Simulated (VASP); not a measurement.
# Sb (P6_3/mmc) in VASP: notebook, part 2 of 2

VASP 6.6.1. The steps go on from the part before.

## Step 3: Single point, LDA

The input, INCAR:

```
SYSTEM = Sb
PREC = Accurate
ENCUT = 520
EDIFF = 1E-6
ISMEAR = -1
SIGMA = 0.08
LREAL = .False.
LASPH = .True.
NELM = 100
ALGO = Normal
ISIF = 2
LWAVE = .False.
LCHARG = .False.
GGA = CA
NBANDS = 12
```

The input, KPOINTS:

```
Automatic mesh
0
Gamma
  15 15 8
  0 0 0
```

The input, POSCAR:

```
Sb
1.0
    2.9470401588      0.0000000000      0.0000000000
   -1.4735200794      2.5522116435      0.0000000000
    0.0000000000      0.0000000000      4.8331774573
Sb
2
Direct
    0.3333333333      0.6666666667      0.2500000000
    0.6666666667      0.3333333333      0.7500000000
```

Potentials or basis: VASP PAW LDA potentials, release 64 (Sb).

Run with:

```sh
cat potpaw_LDA.64/Sb/POTCAR > POTCAR
mpirun -np 1 vasp_std > vasp.out
```

OUTCAR:

```text
SYSTEM = Sb
   PREC = Accurate
   ENCUT = 520
   EDIFF = 1E-6
   ISMEAR = -1
   LREAL = .False.
   LASPH = .True.
   NELM = 100
   ISIF = 2
   GGA = CA

 ion  position               nearest neighbor table
   1  0.333  0.667  0.250-   2 2.96   2 2.96   2 2.96   2 2.96   2 2.96   2 2.96
   2  0.667  0.333  0.750-   1 2.96   1 2.96   1 2.96   1 2.96   1 2.96   1 2.96

  LATTYP: Found a hexagonal cell.
 ALAT       =     2.9470401588
 C/A-ratio  =     1.6400107216

  Lattice vectors:

 A1 = (   2.9470401588,   0.0000000000,   0.0000000000)
 A2 = (  -1.4735200794,   2.5522116435,   0.0000000000)
 A3 = (   0.0000000000,   0.0000000000,   4.8331774573)

Analysis of symmetry for initial positions (statically):
=====================================================================
 Subroutine PRICEL returns:
 Original cell was already a primitive cell.

 Routine SETGRP: Setting up the symmetry group for a
 hexagonal supercell.

 Subroutine GETGRP returns: Found 24 space group operations
 (whereof 12 operations were pure point group operations)
 out of a pool of 24 trial point group operations.

The static configuration has the point symmetry D_3d.
 The point group associated with its full space group is D_6h.

Analysis of symmetry for dynamics (positions and initial velocities):
=====================================================================
 Subroutine PRICEL returns:
 Original cell was already a primitive cell.

 Routine SETGRP: Setting up the symmetry group for a
 hexagonal supercell.

 Subroutine GETGRP returns: Found 24 space group operations
 (whereof 12 operations were pure point group operations)
 out of a pool of 24 trial point group operations.

The dynamic configuration has the point symmetry D_3d.
 The point group associated with its full space group is D_6h.

 Subroutine INISYM returns: Found 24 space group operations
 (whereof 12 operations are pure point group operations),
 and found     1 'primitive' translations

----------------------------------------------------------------------------------------

                                     Primitive cell

  volume of cell :      36.3526

  direct lattice vectors                    reciprocal lattice vectors
     2.947040159  0.000000000  0.000000000     0.339323506  0.195908518  0.000000000
    -1.473520079  2.552211644  0.000000000     0.000000000  0.391817035  0.000000000
     0.000000000  0.000000000  4.833177457     0.000000000  0.000000000  0.206903224

  length of vectors
     2.947040159  2.947040159  4.833177457     0.391817035  0.391817035  0.206903224

  position of ions in fractional coordinates (direct lattice)
     0.333333333  0.666666667  0.250000000
     0.666666667  0.333333333  0.750000000

  ion indices of the primitive-cell ions
   primitive index   ion index
                 1           1
                 2           2

----------------------------------------------------------------------------------------

 KPOINTS: Automatic mesh

Automatic generation of k-mesh.
 Grid dimensions read from file:
 generate k-points for:   15   15    8

 Generating k-lattice:

  Cartesian coordinates                     Fractional coordinates (reciprocal lattice)
     0.022621567  0.013060568  0.000000000     0.066666667  0.000000000  0.000000000
     0.000000000  0.026121136  0.000000000     0.000000000  0.066666667  0.000000000
     0.000000000  0.000000000  0.025862903     0.000000000  0.000000000  0.125000000

  Length of vectors
     0.026121136  0.026121136  0.025862903

  Shift w.r.t. Gamma in fractional coordinates (k-lattice)
     0.000000000  0.000000000  0.000000000

 Subroutine IBZKPT returns following result:
 ===========================================

 Found    135 irreducible k-points:

 Following reciprocal coordinates:
            Coordinates               Weight
  0.000000  0.000000  0.000000      1.000000
  0.066667  0.000000  0.000000      6.000000
  0.133333  0.000000  0.000000      6.000000
  0.200000  0.000000  0.000000      6.000000
  0.266667  0.000000  0.000000      6.000000
  0.333333  0.000000  0.000000      6.000000
[... 16 lines left out ...]
  0.333333  0.200000  0.000000     12.000000
  0.400000  0.200000  0.000000      6.000000
 [... further k-points ...]
   k-points           NKPTS =    135   k-points in BZ     NKDIM =    135   number of bands    NBANDS=     12
   number of dos      NEDOS =    301   number of ions     NIONS =      2
   total plane-waves  NPLWV =  20736
   dimension x,y,z NGX =    24 NGY =   24 NGZ =   36
   dimension x,y,z NGXF=    48 NGYF=   48 NGZF=   72
   ions per type =               2
   NGX,Y,Z   is equivalent  to a cutoff of  13.54, 13.54, 12.38 a.u.
   NGXF,Y,Z  is equivalent  to a cutoff of  27.08, 27.08, 24.77 a.u.
 SYSTEM =  Sb
   PREC   = accura    normal or accurate (medium, high low for compatibility)
   ISTART =      0    job   : 0-new  1-cont  2-samecut
   ICHARG =      2    charge: 1-file 2-atom 10-const
   ISPIN  =      1    spin polarized calculation?
   LNONCOLLINEAR =      F non collinear calculations
   LSORBIT =      F    spin-orbit coupling
   LASPH  =      T    aspherical Exc in radial PAW
   ENCUT  =  520.0 eV  38.22 Ry    6.18 a.u.   5.48  5.48  8.99*2*pi/ulx,y,z
   NELM   =    100;   NELMIN=  2; NELMDL= -5     # of ELM steps
   EDIFF  = 0.1E-05   stopping-criterion for ELM
   LREAL  =      F    real-space projection
   EDIFFG = 0.1E-04   stopping-criterion for IOM
   NSW    =      0    number of steps for IOM
   IBRION =     -1    ionic relax: 0-MD 1-quasi-New 2-CG
   NFREE  =      0    steps in history (QN), initial steepest desc. (CG)
   ISIF   =      2    stress and relaxation
   ISYM   =      2    0-nonsym 1-usesym 2-fastsym
   POTIM  = 0.5000    time-step for ionic-motion
   TEBEG  =    0.0;   TEEND  =   0.0 temperature during run
   PSTRESS=    0.0 pullay stress
   NELECT =      10.0000    total number of electrons
   NUPDOWN=      -1.0000    fix difference up-down
   EMIN   =  10.00;   EMAX   =-10.00  energy-range for DOS
   EFERMI =   0.00;   METHOD = LEGACY
   ISMEAR =    -1;   SIGMA  =   0.08  broadening in eV -4-tet -1-fermi 0-gaus
   EFERMI_NEDOS =   21; number of points for ismear=-14 and -15
   IALGO  =     38    algorithm
   IMIX   =      4    mixing-type and parameters
     AMIX     =   0.40;   BMIX     =  1.00
     AMIX_MAG =   1.60;   BMIX_MAG =  1.00
  volume/ion in A,a.u.               =      18.18       122.66
  Fermi-wavevector in a.u.,A,eV,Ry     =   1.064706  2.012002 15.423547  1.133599
  Thomas-Fermi vector in A             =   2.200233
   LORBIT       =      0    0 simple, 1 ext, 2 COOP (PROOUT), +10 PAW based schemes
   GGA     = CA    functional components
   LHFCALC =     F    Hartree Fock is set to
   AEXX    =    0.0000 exact exchange contribution
   IVDW    =     0    specifies the selected vdW correction
   LEPSILON=     F    determine dielectric tensor
   LRPA    =     F    only Hartree local field effects (RPA)
 non-spin polarized calculation
  energy-cutoff  :      520.00
  volume of cell :       36.35
 maximum number of plane-waves:      1008
 NGX is ok and might be reduce to    24
   NGX = 11   NGY = 11   NGZ = 17

 number of electron      10.0000000 magnetization

 number of electron       9.9999999 magnetization

 Free energy of the ion-electron system (eV)
  ---------------------------------------------------
  ext. energy  EPLUGINS =         0.00000000
  ---------------------------------------------------
  free energy    TOTEN  =        -7.27040256 eV

  energy without entropy =       -7.24810906  energy(sigma->0) =       -7.25925581

 E-fermi :  14.7445     XC(G=0): -12.1429

 val. band max:       14.6358892617   @ k =   0.3333   0.3333   0.1250
 cond. band min:      14.7447429916   @ k =   0.2667   0.2667   0.0000
 fundamental gap:      0.1088537299
 Fermi energy:        14.7444645301

 k-point     1 :       0.0000    0.0000    0.0000
  band No.  band energies     occupation
      1      -2.1162      2.00000
      2       4.1715      2.00000
      3       5.8598      2.00000
      4      20.3220      0.00000
      5      20.3220      0.00000
      6      22.6133      0.00000
      7      22.6133      0.00000
      8      23.2324      0.00000
      9      23.7572      0.00000
     10      24.0618      0.00000
     11      26.3749      0.00000
     12      26.7293      0.00000
[... 331 lines left out ...]
 k-point    24 :       0.4000    0.2000    0.0000
  band No.  band energies     occupation
      1       4.3306      2.00000
      2       5.4307      2.00000
      3       9.7718      2.00000
      4      11.2555      2.00000
      5      11.5577      2.00000
      6      11.8788      2.00000
      7      13.9799      1.99986
      8      16.0392      0.00000
      9      18.7883      0.00000
     10      24.5802      0.00000
     11      28.9313      0.00000
     12      29.2855      0.00000

 [... further k-points ...]
[... 5 lines left out ...]
  --------------------------------------------------------------------------------------
  -------------------------------------------------------------------------------------
  Total       12.6465118     12.6465118     12.6038439     -0.0000000     -0.0000000      0.0000000
  in kB      557.3729063    557.3729063    555.4923950     -0.0000000     -0.0000000      0.0000000
  external PRESSURE =     556.7460692 kB  Pullay stress =       0.0000000 kB

 VOLUME and BASIS-vectors are now :
 -----------------------------------------------------------------------------
  energy-cutoff  :      520.00
  volume of cell :       36.35
      direct lattice vectors                 reciprocal lattice vectors
     2.947040159  0.000000000  0.000000000     0.339323506  0.195908518  0.000000000
    -1.473520079  2.552211644  0.000000000     0.000000000  0.391817035  0.000000000
     0.000000000  0.000000000  4.833177457     0.000000000  0.000000000  0.206903224

 POSITION                                       TOTAL-FORCE (eV/Angst)
 -----------------------------------------------------------------------------------
     -0.00000      1.70147      1.20829        -0.000000      0.000000      0.000000
      1.47352      0.85074      3.62488         0.000000     -0.000000      0.000000
 -----------------------------------------------------------------------------------
    total drift:                               -0.000000      0.000000     -0.000000

  FREE ENERGIE OF THE ION-ELECTRON SYSTEM (eV)
  ---------------------------------------------------
  free  energy   TOTEN  =        -7.2704025621 eV

  energy  without entropy=       -7.2481090645  energy(sigma->0) =       -7.25925581
```

OSZICAR:

```text
N       E                     dE             d eps       ncg     rms          rms(c)
DAV:   1     0.422654660821E+02    0.42265E+02   -0.37875E+03  3240   0.692E+02
DAV:   2    -0.550549066228E+01   -0.47771E+02   -0.46191E+02  4404   0.126E+02
DAV:   3    -0.731087094729E+01   -0.18054E+01   -0.17874E+01  4112   0.265E+01
DAV:   4    -0.732401250768E+01   -0.13142E-01   -0.13139E-01  3692   0.280E+00
DAV:   5    -0.732414804370E+01   -0.13554E-03   -0.13553E-03  3924   0.301E-01    0.540E+00
DAV:   6    -0.728972214522E+01    0.34426E-01   -0.16110E-03  3576   0.273E-01    0.327E+00
DAV:   7    -0.727046849606E+01    0.19254E-01   -0.29609E-03  3428   0.374E-01    0.401E-02
DAV:   8    -0.727040456332E+01    0.63933E-04   -0.15075E-04  3892   0.740E-02    0.126E-02
DAV:   9    -0.727040291172E+01    0.16516E-05   -0.76411E-06  3664   0.159E-02    0.254E-03
DAV:  10    -0.727040256213E+01    0.34958E-06   -0.22310E-07  2576   0.343E-03
   1 F= -.72704026E+01 E0= -.72592558E+01  d E =-.222935E-01
```

stdout:

```text
POSCAR found type information on POSCAR Sb
 POSCAR found :  1 types and       2 ions
 scaLAPACK will be used
 LDA part: xc-table for (Slater(with rela. corr.)+CA(PZ))
 , standard interpolation
 POSCAR, INCAR and KPOINTS ok, starting setup
 FFT: planning ... GRIDC
 FFT: planning ... GRID_SOFT
 FFT: planning ... GRID
 WAVECAR not read
 entering main loop
```

Wall time 40 s (1 thread of Intel Xeon 8259CL, shared host); peak memory 0.17 GiB.

Results:

* Free energy: -7.2704 eV
* Pressure: 55.7 GPa
* Band gap on the k mesh: zero (band 5 reaches 21.65 eV, above the bottom of band 6 at 9.54 eV)

Caveat: spin-orbit coupling is left out, which moves the levels of the heavy elements.
